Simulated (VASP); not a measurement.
# Tl2PbCl4 (P-42m) in VASP: a series of runs, part 2 of 2

VASP 6.6.1. The steps go on from the part before.

## Step 3: Single point, r2SCAN+rVV10

This run uses another cell than the first one, of 30.80 Å³/atom.

Contents of POSCAR:

```
Tl2PbCl4
1.0
    7.6385935187      0.0000000000      0.0000000000
    0.0000000000      7.6385935187      0.0000000000
    0.0000000000      0.0000000000      3.6947742251
Tl Pb Cl
2 1 4
Direct
    0.0000000000      0.5000000000      0.0000000000
    0.5000000000      0.0000000000      0.0000000000
    0.0000000000      0.0000000000      0.0000000000
    0.2237600275      0.7762399725      0.5010577185
    0.7762399725      0.7762399725      0.4989422815
    0.2237600275      0.2237600275      0.4989422815
    0.7762399725      0.2237600275      0.5010577185
```

Contents of INCAR.step1:

```
SYSTEM = Tl2PbCl4
ALGO = Normal
EDIFF = 1E-4
ENCUT = 520
GGA = PE
ISMEAR = -1
LASPH = .True.
LCHARG = .False.
LREAL = .False.
LWAVE = .True.
NBANDS = 43
NELM = 80
PREC = Accurate
SIGMA = 0.03
```

Contents of INCAR.step2:

```
SYSTEM = Tl2PbCl4
ALGO = Normal
BPARAM = 11.95
CPARAM = 0.0093
EDIFF = 1E-6
ENCUT = 520
ISIF = 2
ISMEAR = -1
ISTART = 1
IVDW_NL = 2
LASPH = .True.
LCHARG = .False.
LMIXTAU = .True.
LREAL = .False.
LUSE_VDW = .True.
LWAVE = .False.
METAGGA = R2SCAN
NBANDS = 43
NELM = 80
PREC = Accurate
SIGMA = 0.03
```

Contents of KPOINTS:

```
k-points
0
Gamma
  4 4 6
  0 0 0
```

Potentials or basis: VASP PAW PBE potentials, release 64 (Tl_d, Pb_d, Cl).

On the command line:

```
$ cat potpaw_PBE.64/Tl_d/POTCAR potpaw_PBE.64/Pb_d/POTCAR potpaw_PBE.64/Cl/POTCAR > POTCAR
$ cp INCAR.step1 INCAR
$ mpirun -np 1 vasp_std > vasp.out
$ cp INCAR.step2 INCAR
$ mpirun -np 1 vasp_std > vasp.out
```

OUTCAR:

```text
SYSTEM = Tl2PbCl4
   BPARAM = 11.95
   EDIFF = 1E-6
   ENCUT = 520
   ISIF = 2
   ISMEAR = -1
   ISTART = 1
   IVDW_NL = 2
   LASPH = .True.
   LREAL = .False.
   METAGGA = R2SCAN
   NELM = 80
   PREC = Accurate

 ion  position               nearest neighbor table
   1  0.000  0.500  0.000-   4 3.28   5 3.28   6 3.28   7 3.28   4 3.29   7 3.29   5 3.29   6 3.29
                             3 3.82   3 3.82
   2  0.500  0.000  0.000-   4 3.28   5 3.28   6 3.28   7 3.28   4 3.29   7 3.29   5 3.29   6 3.29
                             3 3.82   3 3.82
   3  0.000  0.000  0.000-   4 3.04   5 3.04   6 3.04   7 3.04   4 3.04   7 3.04   5 3.04   6 3.04
                             1 3.82   2 3.82   1 3.82   2 3.82
   4  0.224  0.776  0.501-   3 3.04   3 3.04   1 3.28   2 3.28   2 3.29   1 3.29
   5  0.776  0.776  0.499-   3 3.04   3 3.04   2 3.28   1 3.28   1 3.29   2 3.29
   6  0.224  0.224  0.499-   3 3.04   3 3.04   2 3.28   1 3.28   1 3.29   2 3.29
   7  0.776  0.224  0.501-   3 3.04   3 3.04   1 3.28   2 3.28   2 3.29   1 3.29

  LATTYP: Found a simple tetragonal cell.
 ALAT       =     7.6385935187
 C/A-ratio  =     0.4836982379

  Lattice vectors:

 A1 = (   7.6385935187,   0.0000000000,   0.0000000000)
 A2 = (   0.0000000000,   7.6385935187,   0.0000000000)
 A3 = (   0.0000000000,   0.0000000000,   3.6947742251)

Analysis of symmetry for initial positions (statically):
=====================================================================
 Subroutine PRICEL returns:
 Original cell was already a primitive cell.

 Routine SETGRP: Setting up the symmetry group for a
 simple tetragonal supercell.

 Subroutine GETGRP returns: Found  8 space group operations
 (whereof  8 operations were pure point group operations)
 out of a pool of 16 trial point group operations.

The static configuration has the point symmetry D_2d.

Analysis of symmetry for dynamics (positions and initial velocities):
[... 143 lines left out ...]
  Thomas-Fermi vector in A             =   2.250991
   LORBIT       =      0    0 simple, 1 ext, 2 COOP (PROOUT), +10 PAW based schemes
   METAGGA = R2SCAN    functional components
   LHFCALC =     F    Hartree Fock is set to
   AEXX    =    0.0000 exact exchange contribution
   IVDW_NL    =     2    kernel type
   BPARAM     =11.9500
   IVDW    =     0    specifies the selected vdW correction
   LEPSILON=     F    determine dielectric tensor
   LRPA    =     F    only Hartree local field effects (RPA)
 non-spin polarized calculation
  energy-cutoff  :      520.00
  volume of cell :      215.58
 maximum number of plane-waves:      5832
 NGX is ok and might be reduce to    60
   NGX = 29   NGY = 29   NGZ = 13

 number of electron      68.0000013 magnetization

 Free energy of the ion-electron system (eV)
  ---------------------------------------------------
  ext. energy  EPLUGINS =         0.00000000
  ---------------------------------------------------
  free energy    TOTEN  =      -193.06397104 eV

  energy without entropy =     -193.06397104  energy(sigma->0) =     -193.06397104

 E-fermi :   1.9963     XC(G=0):  -8.8754

 val. band max:        1.3493874448   @ k =   0.0000   0.0000   0.0000
 cond. band min:       4.0406686551   @ k =   0.0000   0.0000   0.5000
 fundamental gap:      2.6912812103
 Fermi energy:         1.9963235865

 k-point     1 :       0.0000    0.0000    0.0000
  band No.  band energies     occupation
      1     -15.3184      2.00000
      2     -15.2635      2.00000
      3     -15.2315      2.00000
      4     -15.1870      2.00000
      5     -15.1870      2.00000
      6     -13.3537      2.00000
[... 1093 lines left out ...]
     42       7.1537      0.00000
     43       8.4962      0.00000

------------------------ aborting loop because EDIFF is reached ----------------------------------------

  FORCE on cell =-STRESS in cart. coord.  units (eV):
  Direction    XX          YY          ZZ          XY          YZ          ZX
  --------------------------------------------------------------------------------------
  -------------------------------------------------------------------------------------
  Total        0.0281773      0.0281773      0.0663801      0.0000000     -0.0000000      0.0000000
  in kB        0.2094091      0.2094091      0.4933255      0.0000000     -0.0000000      0.0000000
  external PRESSURE =       0.3040479 kB  Pullay stress =       0.0000000 kB

 VOLUME and BASIS-vectors are now :
 -----------------------------------------------------------------------------
  energy-cutoff  :      520.00
  volume of cell :      215.58
      direct lattice vectors                 reciprocal lattice vectors
     7.638593519  0.000000000  0.000000000     0.130914153  0.000000000  0.000000000
     0.000000000  7.638593519  0.000000000     0.000000000  0.130914153  0.000000000
     0.000000000  0.000000000  3.694774225     0.000000000  0.000000000  0.270652532

 POSITION                                       TOTAL-FORCE (eV/Angst)
 -----------------------------------------------------------------------------------
      0.00000      3.81930      0.00000         0.000000      0.000000     -0.000000
      3.81930      0.00000      0.00000        -0.000000      0.000000      0.000000
      0.00000      0.00000      0.00000         0.000000      0.000000      0.000000
      1.70921      5.92938      1.85130         0.004686     -0.004686     -0.002098
      5.92938      5.92938      1.84348        -0.004686     -0.004686      0.002098
      1.70921      1.70921      1.84348         0.004686      0.004686      0.002098
      5.92938      1.70921      1.85130        -0.004686      0.004686     -0.002098
 -----------------------------------------------------------------------------------
    total drift:                                0.000000      0.000000      0.000000

  FREE ENERGIE OF THE ION-ELECTRON SYSTEM (eV)
  ---------------------------------------------------
  free  energy   TOTEN  =      -193.0639710410 eV

  energy  without entropy=     -193.0639710410  energy(sigma->0) =     -193.06397104
```

OSZICAR.step1:

```text
N       E                     dE             d eps       ncg     rms          rms(c)
DAV:   1     0.588144692228E+03    0.58814E+03   -0.31947E+04  2064   0.147E+03
DAV:   2     0.487423752035E+02   -0.53940E+03   -0.51367E+03  2303   0.353E+02
DAV:   3    -0.206612836955E+02   -0.69404E+02   -0.67295E+02  2487   0.125E+02
DAV:   4    -0.237175250068E+02   -0.30562E+01   -0.30370E+01  2322   0.289E+01
DAV:   5    -0.238394284519E+02   -0.12190E+00   -0.12185E+00  2761   0.613E+00    0.662E+00
DAV:   6    -0.223897409162E+02    0.14497E+01   -0.21931E+00  2887   0.143E+01    0.443E+00
DAV:   7    -0.223320756032E+02    0.57665E-01   -0.10195E+00  2462   0.398E+00    0.246E+00
DAV:   8    -0.223408445967E+02   -0.87690E-02   -0.15416E-01  2539   0.242E+00    0.402E-01
DAV:   9    -0.223302391924E+02    0.10605E-01   -0.35386E-02  2817   0.119E+00    0.164E-01
DAV:  10    -0.223308719219E+02   -0.63273E-03   -0.42261E-03  2429   0.284E-01    0.877E-02
DAV:  11    -0.223310904665E+02   -0.21854E-03   -0.50536E-04  1912   0.114E-01    0.312E-02
DAV:  12    -0.223310969916E+02   -0.65251E-05   -0.10431E-04  1308   0.442E-02
   1 F= -.22331097E+02 E0= -.22331097E+02  d E =-.581535E-11
```

Run time: 25 min. Hardware: 1 thread of AMD EPYC 7R13, shared host; peak memory 0.8 GiB.

What came out:

```yaml
Free_energy: -193.0640 eV
Pressure: 0.0 GPa
Largest_force: 0.007 eV/Å
Band_gap_on_the_k_mesh: 2.69 eV (least direct gap 2.73 eV)
```

Forces in eV/Å, atoms in the order of the input:
```
Tl   0.000  0.000  0.000
Tl   0.000  0.000  0.000
Pb   0.000  0.000  0.000
Cl   0.005 -0.005 -0.002
Cl  -0.005 -0.005  0.002
Cl   0.005  0.005  0.002
Cl  -0.005  0.005 -0.002
```

Caveat: the PAW data sets were made with another functional, which shifts forces and pressure a little; spin-orbit coupling is left out, which moves the levels of the heavy elements.
